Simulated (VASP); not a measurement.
## GaCo3Pb: single point with PBE

Crystal: GaCo3Pb.

```xyz
5
Lattice="4.2064 0.0000 0.0000 0.0000 4.2064 0.0000 0.0000 0.0000 4.2064" Properties=species:S:1:pos:R:3 pbc="T T T"
Ga    0.0000    0.0000    0.0000
Co    0.0000    2.1032    2.1032
Co    2.1032    0.0000    2.1032
Co    2.1032    2.1032    0.0000
Pb    2.1032    2.1032    2.1032
```

* Program: VASP 6.6.1
* Task: single point
* Functional: PBE
* Potentials or basis: VASP PAW PBE potentials, release 64 (Ga_d, Co, Pb_d)
* Cutoff: 520 eV
* k mesh: 4 × 4 × 4
* Occupations: gaussian, width 0.1 eV
* Spin: collinear spin, ferromagnetic start
* Starting moments: [0.0, 3.0, 3.0, 3.0, 0.0] μB
* Dipole correction: no
* Further INCAR settings: ALGO = Fast; EDIFF = 1e-06; NBANDS = 39

The pressure is 57.3 GPa. The net moment is 2.30 μB per cell, the site moments are Ga -0.03; Co +0.81; Pb -0.05 μB and the valence electrons inside the program's atomic spheres are Ga 11.35; Co 8.58; Pb 13.23.

Levels at points of the mesh, in eV from the Fermi level:
Spin up:
```
           k point  band 24  band 25  band 26  band 27  band 28  band 29  band 30  band 31  band 32  band 33
(0.00, 0.00, 0.00)    -0.84    -0.83    -0.83    -0.83    -0.50    -0.50     1.07     4.39     4.39     4.77
(0.50, 0.00, 0.00)    -1.10    -1.10    -0.83    -0.52     1.17     1.28     1.28     3.02     3.02     3.73
(0.50, 0.50, 0.00)    -1.48    -1.13    -0.67    -0.56    -0.55    -0.55     3.46     4.63     4.66     5.48
(0.50, 0.50, 0.50)    -1.62    -0.92    -0.92    -0.92    -0.70    -0.70     0.22     0.97     0.97     0.97
```
Spin down:
```
           k point  band 24  band 25  band 26  band 27  band 28  band 29
(0.00, 0.00, 0.00)    -0.11    -0.11    -0.11     0.30     0.30     0.75
(0.50, 0.00, 0.00)    -0.35    -0.11    -0.08     0.46     1.41     1.58
(0.50, 0.50, 0.00)    -0.55    -0.28    -0.20    -0.01     0.54     0.54
(0.50, 0.50, 0.50)    -1.32    -0.31    -0.31     0.37     0.37     0.37
```

It took 100 s on 1 thread of Intel(R) Xeon(R) Platinum 8488C (Sapphire Rapids) (shared host), peak memory 0.22 GiB.

Caveat: the k points lie up to 0.37 Å⁻¹ apart; spin-orbit coupling is left out, which moves the levels of the heavy elements.
